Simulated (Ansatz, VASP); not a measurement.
## One calculation of CoO, two programs

```
CELL_PARAMETERS angstrom
1.52528 0.88062 2.47203
-1.52528 0.88062 2.47203
0.00000 -1.76124 2.47203
ATOMIC_POSITIONS crystal
Co 0.00000 0.00000 0.00000
O 0.50000 0.50000 0.50000
```

Alike in both runs: task single point; functional PBE; k mesh 11 × 11 × 11; occupations fermi-dirac, width 0.05 eV; collinear spin.

|  | VASP | Ansatz |
| --- | --- | --- |
| version | VASP 6.6.1 | Ansatz 0.2.0 |
| potentials or method | VASP PAW PBE potentials, release 64 (Co, O) | Ansatz PAW |
| plane-wave cutoff (eV) | 520 | 420 |
| valence electrons in the cell | 15 | 23 |

|  | VASP | Ansatz | Ansatz less VASP |
| --- | --- | --- | --- |
| gap on the k mesh at the Fermi level (eV) | none | none | - |
| pressure (GPa) | -6.7 | -6.3 | +0.40 |
| traceless stress, the component that is largest in VASP (GPa) | -0.18 | -0.20 | -0.022 |
| net moment per atom (μB) | 1.48 | 1.49 | +0.009 |
| size of the moment on the site where the two differ most (μB) | 2.59 | 2.53 | -0.063 |

Site moments also hang on the region over which each program counts them. A gap of «none» marks a metal or a gap that the smearing closes. The functional is the same, so the differences come from potentials, cutoffs and numerics. VASP's potentials hold 15 valence electrons a cell and Ansatz's 23, so a difference there can come from the potentials and not from the codes.
